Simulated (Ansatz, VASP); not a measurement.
# One calculation of Fe, two programs

```
CELL_PARAMETERS angstrom
0.00000 1.77200 1.77200
1.77200 0.00000 1.77200
1.77200 1.77200 0.00000
ATOMIC_POSITIONS crystal
Fe 0.00000 0.00000 0.00000
```

Alike in both runs: task single point; functional PBE; k mesh 14 × 14 × 14; occupations fermi-dirac, width 0.1 eV; collinear spin.

|  | VASP | Ansatz |
| --- | --- | --- |
| version | VASP 6.6.1 | Ansatz 0.2.0 |
| potentials or method | VASP PAW PBE potentials, release 64 (Fe), cutoff 520 eV | PAW, plane waves, scalar-relativistic |
| valence electrons in the cell | 8 | 16 |

```csv
,VASP,Ansatz,Ansatz less VASP
pressure (GPa),-8.4,-9.2,-0.74
net moment per atom (μB),1.32,1.24,-0.077
size of the moment on the site where the two differ most (μB),1.31,1.26,-0.048
```

Site moments also hang on the region over which each program counts them. VASP's potentials hold 8 valence electrons a cell and Ansatz's 16, so a difference there can come from the potentials and not from the codes. Ansatz's warnings: magnetization residual over threshold, stability check not made.
